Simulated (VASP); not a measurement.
Sn4O7 (a cell with a defect): single point with PBE+D3(BJ)

Crystal: Sn4O7 (a cell with a defect).

```xyz
11
Lattice="-3.2376 -1.8693 4.2923 3.2376 -1.8693 4.2923 0.0000 3.7385 4.2923" Properties=species:S:1:pos:R:3 pbc="T T T"
Sn    0.0000    0.0000    6.4385
Sn    0.0000    1.8693    2.1462
Sn    1.6188   -0.9346    2.1462
Sn   -1.6188   -0.9346    2.1462
O     0.0000   -1.8693    7.4294
O    -1.6188    0.9346    7.4294
O     1.6188    0.9346    7.4294
O     0.0000    0.0000    9.7400
O     0.0000    1.8693    5.4476
O     1.6188   -0.9346    5.4476
O    -1.7562   -1.3729    6.3769
```

This cell differs from its parent crystal: atom 11 moved 0.333 of the way to it and +0.500 Å across, host rigid.

* Program: VASP 6.6.1
* Task: single point
* Functional: PBE
* Dispersion: D3(BJ)
* Potentials or basis: VASP PAW PBE potentials, release 64 (Sn_d, O)
* Cutoff: 520 eV
* k mesh: 6 × 6 × 6
* Occupations: gaussian, width 0.05 eV
* Spin: no spin polarisation
* Dipole correction: no
* Charge: 2
* Further INCAR settings: ALGO = Normal; EDIFF = 1e-06; NBANDS = 60; NELECT = 96.0

```yaml
Largest_force: 39.444 eV/Å
Dispersion_energy_per_atom: -0.200 eV
```

Forces in eV/Å, atoms in the order of the input:
```
Sn    1.092   0.500   2.704
Sn   -1.412   3.648  -0.458
Sn    5.640 -39.018   1.259
Sn   -2.801  -1.411  -1.432
O     3.732  -0.277   1.346
O     0.379   0.126  -0.062
O    -0.092   0.013   0.098
O     0.342  -0.265   0.066
O    -0.544   0.417   0.127
O     0.842  -0.458   0.039
O    -7.178  36.725  -3.686
```

Levels at points of the mesh, in eV from the Fermi level:
```
           k point  band 44  band 45  band 46  band 47  band 48  band 49  band 50  band 51  band 52  band 53
(0.00, 0.00, 0.00)    -0.97    -0.87    -0.61    -0.49    -0.28     0.04     3.08     3.51     4.56     5.15
(0.50, 0.00, 0.00)    -1.07    -1.01    -0.61    -0.54    -0.13     1.35     2.61     3.37     5.02     5.39
(0.00, 0.50, 0.00)    -1.11    -0.85    -0.84    -0.46    -0.07     1.49     2.45     3.62     4.82     4.98
(0.00, 0.00, 0.50)    -1.06    -0.86    -0.72    -0.59    -0.13     1.42     2.45     3.47     4.83     5.43
(0.50, 0.50, 0.00)    -1.39    -1.30    -1.15    -0.73    -0.23     1.78     2.78     3.52     4.82     5.43
(0.50, 0.00, 0.50)    -1.53    -1.22    -1.00    -0.61    -0.38     1.78     2.81     3.44     4.72     5.20
(0.00, 0.50, 0.50)    -1.32    -1.02    -0.97    -0.60    -0.27     1.81     2.76     3.00     5.02     5.67
(0.50, 0.50, 0.50)    -1.41    -1.37    -1.34    -1.19    -0.93     1.26     3.04     3.58     4.79     5.39
```

Run time: 4.4 min on 4 MPI ranks on Intel(R) Xeon(R) Platinum 8559C (Emerald Rapids), with other jobs on the host, peak memory 0.79 GiB a rank.

Caveat: the cell carries a net charge on a neutralising background, which shifts energy and pressure; the cell differs from its parent crystal (atom 11 moved 0.333 of the way to it and +0.500 Å across, host rigid); the cell is charged against a uniform background, so pressure and absolute levels hang on convention; spin-orbit coupling is left out, which moves the levels of the heavy elements.
